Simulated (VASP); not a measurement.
MgO: single point with PBE

The system is MgO.

```
CELL_PARAMETERS angstrom
3.31529 0.00000 0.00000
-1.65764 2.87112 0.00000
0.00000 0.00000 5.12155
ATOMIC_POSITIONS crystal
Mg 0.31383 0.62766 0.00632
Mg 0.68617 0.37234 0.50632
O 0.35135 0.70271 0.39828
O 0.64865 0.29729 0.89828
```

This cell differs from its parent crystal: mode 4 frozen in at +0.000 Å and mode 5 at -0.112 Å (largest displacements).

```yaml
Program: VASP 6.6.1
Task: single point
Functional: PBE
Potentials_or_basis: VASP PAW PBE potentials, release 64 (Mg, O)
Cutoff: 520 eV
k_mesh: 9 × 9 × 6
Occupations: gaussian, width 0.05 eV
Spin: no spin polarisation
Dipole_correction: no
Further_INCAR_settings: ALGO = Normal; EDIFF = 1e-06; NBANDS = 16
```

* Pressure: -0.7 GPa
* Largest force: 0.316 eV/Å
* Band gap on the k mesh: 3.31 eV, direct

Forces in eV/Å, atoms in the order of the input:
```
Mg   0.000  0.309  0.064
Mg   0.000 -0.309  0.064
O    0.000 -0.234 -0.064
O    0.000  0.234 -0.064
```

Stress tensor (GPa, compression positive):
```
-0.48  0.00  0.00
 0.00 -1.16  0.00
 0.00  0.00 -0.35
```

Levels at points of the mesh, in eV from the valence-band top:
```
           k point  band 6  band 7  band 8  band 9  band 10  band 11
(0.00, 0.00, 0.00)   -0.45   -0.27    0.00    3.31     8.25     9.93
(0.00, 0.00, 0.50)   -0.52   -0.48   -0.48    5.75     5.75    12.78
```

Run time: 35 s on 1 thread of Intel(R) Xeon(R) 6975P-C (Granite Rapids), on a shared host, peak memory 0.22 GiB.

Caveat: the cell differs from its parent crystal (mode 4 frozen in at +0.000 Å and mode 5 at -0.112 Å (largest displacements)). A k mesh can miss the band edges.
